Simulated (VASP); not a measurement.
# AlN (F-43m) in VASP: a series of runs, part 2 of 2

VASP 6.6.1. Earlier steps stand in the parts before.

### 3 Single point, HSE06

POSCAR reads:

```
AlN
1.0
    0.0000000000      2.1848764208      2.1848764208
    2.1848764208      0.0000000000      2.1848764208
    2.1848764208      2.1848764208      0.0000000000
Al N
1 1
Direct
    0.0000000000      0.0000000000      0.0000000000
    0.2500000000      0.2500000000      0.2500000000
```

INCAR.step1 reads:

```
SYSTEM = AlN
PREC = Accurate ; ENCUT = 520
EDIFF = 1E-5 ; ISMEAR = 0
SIGMA = 0.01 ; LREAL = .FALSE.
LASPH = .TRUE. ; NELM = 80
ALGO = Normal ; ISIF = 2
LWAVE = .TRUE. ; LCHARG = .FALSE.
NBANDS = 11 ; GGA = PE
```

INCAR.step2 reads:

```
SYSTEM = AlN
PREC = Accurate ; ENCUT = 520
EDIFF = 1E-7 ; ISMEAR = 0
SIGMA = 0.01 ; LREAL = .FALSE.
LASPH = .TRUE. ; NELM = 80
ALGO = Normal ; ISIF = 2
LWAVE = .FALSE. ; LCHARG = .FALSE.
GGA = PE ; LHFCALC = .TRUE.
HFSCREEN = 0.2079 ; PRECFOCK = Normal
NBANDS = 11 ; ISTART = 1
```

KPOINTS reads:

```
regular mesh
0
G
  4 4 4
  0 0 0
```

Potentials or basis: VASP PAW PBE potentials, release 64 (Al, N).

Run with:

```
> cat potpaw_PBE.64/Al/POTCAR potpaw_PBE.64/N/POTCAR > POTCAR
> cp INCAR.step1 INCAR
> mpirun -np 1 vasp_std > vasp.out
> cp INCAR.step2 INCAR
> mpirun -np 1 vasp_std > vasp.out
```

Wall time 1.9 min (1 thread of Intel Xeon 8259CL, shared host); peak memory 0.23 GiB.

The run converged. Its results:

```yaml
Free_energy: -17.3654 eV
Pressure: -0.8 GPa
Band_gap_on_the_k_mesh: 4.55 eV (least direct gap 5.56 eV)
```

Levels at points of the mesh, in eV from the valence-band top:
| k point | band 1 | band 2 | band 3 | band 4 | band 5 | band 6 | band 7 | band 8 | band 9 |
| --- | --- | --- | --- | --- | --- | --- | --- | --- | --- |
| (0.00, 0.00, 0.00) | -16.46 | 0.00 | 0.00 | 0.00 | 5.56 | 14.22 | 14.22 | 14.22 | 19.58 |
| (0.50, 0.00, 0.00) | -14.28 | -6.34 | -0.53 | -0.53 | 8.86 | 11.63 | 12.74 | 12.74 | 19.90 |
| (0.50, 0.50, 0.00) | -13.60 | -5.33 | -1.95 | -1.95 | 4.55 | 10.07 | 16.09 | 17.81 | 17.81 |

Caveat: the k points lie up to 0.62 Å⁻¹ apart; the PAW data sets were made with another functional, which shifts forces and pressure a little.

### 4 Single point, r2SCAN50

POSCAR is that of step 3.

INCAR.step1 reads:

```
SYSTEM = AlN
ALGO = Normal
EDIFF = 1E-5
ENCUT = 520
GGA = PE
ISIF = 2
ISMEAR = 0
LASPH = .TRUE.
LCHARG = .FALSE.
LREAL = .FALSE.
LWAVE = .TRUE.
NBANDS = 11
NELM = 60
PREC = Accurate
SIGMA = 0.01
```

INCAR.step2 reads:

```
SYSTEM = AlN
AEXX = 0.5
ALGO = Normal
EDIFF = 1E-6
ENCUT = 520
ISIF = 2
ISMEAR = 0
ISTART = 1
LASPH = .TRUE.
LCHARG = .FALSE.
LHFCALC = .TRUE.
LMIXTAU = .TRUE.
LREAL = .FALSE.
LWAVE = .FALSE.
METAGGA = R2SCAN
NBANDS = 11
NELM = 60
PREC = Accurate
PRECFOCK = Normal
SIGMA = 0.01
```

KPOINTS reads:

```
k-points
0
G
  4 4 4
  0 0 0
```

Run with:

```
> cat potpaw_PBE.64/Al/POTCAR potpaw_PBE.64/N/POTCAR > POTCAR
> cp INCAR.step1 INCAR
> mpirun -np 1 vasp_std > vasp.out
> cp INCAR.step2 INCAR
> mpirun -np 1 vasp_std > vasp.out
```

It took 3.4 min on 1 thread of Intel Xeon 8259CL, shared host; peak memory 0.14 GiB.

It converged, with:

| Quantity | Value |
| --- | --- |
| Free energy | -24.0449 eV |
| Pressure | -6.7 GPa |
| Band gap on the k mesh | 7.62 eV (least direct gap 8.72 eV) |

Levels at points of the mesh, in eV from the valence-band top:
```csv
k point,band 2,band 3,band 4,band 5,band 6,band 7
"(0.00, 0.00, 0.00)",0.00,0.00,0.00,8.72,17.82,17.82
"(0.50, 0.00, 0.00)",-6.86,-0.59,-0.59,12.17,15.27,16.22
"(0.50, 0.50, 0.00)",-5.80,-2.13,-2.13,7.62,13.35,20.13
```

Caveat: the k points lie up to 0.62 Å⁻¹ apart; the PAW data sets were made with another functional, which shifts forces and pressure a little. A k mesh can miss the band edges.

### 5 Single point, PBE-based screened hybrid with 15 % exact exchange

POSCAR is that of step 4.

INCAR.step1 reads:

```
SYSTEM = AlN
  ALGO = Normal
  EDIFF = 1E-5
  ENCUT = 520
  GGA = PE
  ISIF = 2
  ISMEAR = 0
  LASPH = .True.
  LCHARG = .False.
  LREAL = .False.
  LWAVE = .True.
  NBANDS = 11
  NELM = 80
  PREC = Accurate
  SIGMA = 0.01
```

INCAR.step2 reads:

```
SYSTEM = AlN
  AEXX = 0.15
  ALGO = Normal
  EDIFF = 1E-6
  ENCUT = 520
  GGA = PE
  HFSCREEN = 0.1
  ISIF = 2
  ISMEAR = 0
  ISTART = 1
  LASPH = .True.
  LCHARG = .False.
  LHFCALC = .True.
  LREAL = .False.
  LWAVE = .False.
  NBANDS = 11
  NELM = 80
  PREC = Accurate
  PRECFOCK = Normal
  SIGMA = 0.01
```

KPOINTS reads:

```
k-points
0
Gamma
  4 4 4
  0 0 0
```

Potentials or basis: VASP PAW PBE potentials, release 64 (Al, N).

Run with:

```
> cat potpaw_PBE.64/Al/POTCAR potpaw_PBE.64/N/POTCAR > POTCAR
> cp INCAR.step1 INCAR
> mpirun -np 1 vasp_std > vasp.out
> cp INCAR.step2 INCAR
> mpirun -np 1 vasp_std > vasp.out
```

OUTCAR:

```text
SYSTEM = AlN
   AEXX = 0.15
   EDIFF = 1E-6
   ENCUT = 520
   GGA = PE
   HFSCREEN = 0.1
   ISIF = 2
   ISMEAR = 0
   ISTART = 1
   LASPH = .True.
   LHFCALC = .True.
   LREAL = .False.
   NELM = 80
   PREC = Accurate
   PRECFOCK = Normal

 ion  position               nearest neighbor table
   1  0.000  0.000  0.000-   2 1.89   2 1.89   2 1.89   2 1.89
   2  0.250  0.250  0.250-   1 1.89   1 1.89   1 1.89   1 1.89

[... 292 lines left out ...]
     11      31.9831      0.00000

------------------------ aborting loop because EDIFF is reached ----------------------------------------

  FORCE on cell =-STRESS in cart. coord.  units (eV):
  Direction    XX          YY          ZZ          XY          YZ          ZX
  --------------------------------------------------------------------------------------
  -------------------------------------------------------------------------------------
  Total        0.1443073      0.1443073      0.1443073      0.0000000      0.0000000     -0.0000000
  in kB       11.0837928     11.0837928     11.0837928      0.0000000      0.0000000     -0.0000000
  external PRESSURE =      11.0837928 kB  Pullay stress =       0.0000000 kB

 VOLUME and BASIS-vectors are now :
 -----------------------------------------------------------------------------
  energy-cutoff  :      520.00
  volume of cell :       20.86
      direct lattice vectors                 reciprocal lattice vectors
     0.000000000  2.184876421  2.184876421    -0.228845895  0.228845895  0.228845895
     2.184876421  0.000000000  2.184876421     0.228845895 -0.228845895  0.228845895
     2.184876421  2.184876421  0.000000000     0.228845895  0.228845895 -0.228845895

 POSITION                                       TOTAL-FORCE (eV/Angst)
 -----------------------------------------------------------------------------------
      0.00000      0.00000      0.00000         0.000000      0.000000      0.000000
      1.09244      1.09244      1.09244        -0.000000     -0.000000     -0.000000
 -----------------------------------------------------------------------------------
    total drift:                                0.000000     -0.000000     -0.000000

  FREE ENERGIE OF THE ION-ELECTRON SYSTEM (eV)
  ---------------------------------------------------
  free  energy   TOTEN  =       -16.6247480155 eV

  energy  without entropy=      -16.6247480155  energy(sigma->0) =      -16.62474802
```

OUTCAR.step1:

```text
SYSTEM = AlN
   EDIFF = 1E-5
   ENCUT = 520
   GGA = PE
   ISIF = 2
   ISMEAR = 0
[... 316 lines left out ...]
      0.00000      0.00000      0.00000         0.000000     -0.000000     -0.000000
      1.09244      1.09244      1.09244        -0.000000      0.000000      0.000000
 -----------------------------------------------------------------------------------
    total drift:                                0.000000      0.000000      0.000000

  FREE ENERGIE OF THE ION-ELECTRON SYSTEM (eV)
  ---------------------------------------------------
  free  energy   TOTEN  =       -14.8041299305 eV

  energy  without entropy=      -14.8041299305  energy(sigma->0) =      -14.80412993
```

Run time: 1.7 min. Hardware: 1 thread of Intel Xeon 8259CL, shared host; peak memory 0.23 GiB.

Results:

* Free energy: -16.6247 eV
* Pressure: 1.1 GPa
* Band gap on the k mesh: 4.26 eV (least direct gap 5.23 eV)

Levels at points of the mesh, in eV from the valence-band top:
| k point | band 2 | band 3 | band 4 | band 5 | band 6 | band 7 |
| --- | --- | --- | --- | --- | --- | --- |
| (0.00, 0.00, 0.00) | 0.00 | 0.00 | 0.00 | 5.23 | 13.78 | 13.78 |
| (0.50, 0.00, 0.00) | -6.17 | -0.51 | -0.51 | 8.49 | 11.16 | 12.32 |
| (0.50, 0.50, 0.00) | -5.17 | -1.89 | -1.89 | 4.26 | 9.71 | 15.47 |

Caveat: the k points lie up to 0.62 Å⁻¹ apart; the PAW data sets were made with another functional, which shifts forces and pressure a little. A k mesh can miss the band edges.

### 6 The runs side by side

```csv
level,grid for exact exchange (PRECFOCK),share of exact exchange,screening parameter,gap on the mesh (eV),pressure (GPa)
PBEsol,-,-,-,3.16,1.1
HSE06,Normal,0.25,0.2079 1/Å,4.55,-0.8
r2SCAN50,Normal,0.5,-,7.62,-6.7
PBE-based screened hybrid with 15 % exact exchange,Normal,0.15,0.1 1/Å,4.26,1.1
```

Alike in all rows: task single point; potentials or basis VASP PAW PBE potentials, release 64 (Al, N); no spin polarisation; cell as given; k mesh 4 × 4 × 4; cutoff (eV) 520; smearing gaussian 0.01 eV.

Caveats: all runs use coarse meshes; the PAW data sets were made with another functional, which shifts forces and pressure a little.

Absolute energies hang on the potentials; compare differences alone.
